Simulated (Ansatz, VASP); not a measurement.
**SrCl2 in VASP and in Ansatz**

```
CELL_PARAMETERS angstrom
0.00000 3.42408 3.47955
3.42408 0.00000 3.47955
3.42408 3.42408 0.00000
ATOMIC_POSITIONS crystal
Sr 0.00000 0.00000 0.00000
Cl 0.25000 0.25000 0.25000
Cl 0.75000 0.75000 0.75000
```

Alike in both runs: task single point; functional PBE; k mesh 6 × 6 × 6; occupations gaussian, width 0.05 eV; no spin polarisation.

|  | VASP | Ansatz |
| --- | --- | --- |
| version | VASP 6.6.1 | Ansatz 0.2.0 |
| potentials or method | VASP PAW PBE potentials, release 64 (Sr_sv, Cl), cutoff 520 eV | scalar-relativistic, plane waves, PAW |
| valence electrons in the cell | 24 | 24 |

```csv
,VASP,Ansatz,Ansatz less VASP
gap on the k mesh at the Fermi level (eV),5.45,5.45,+0.004
least direct gap on the mesh (eV),5.45,5.45,+0.003
pressure (GPa),2.7,2.6,-0.11
"traceless stress, the component that is largest in VASP (GPa)",-0.58,-0.59,-0.004
```

With one functional, cell and mesh, what is left measures potentials, basis and numerics.
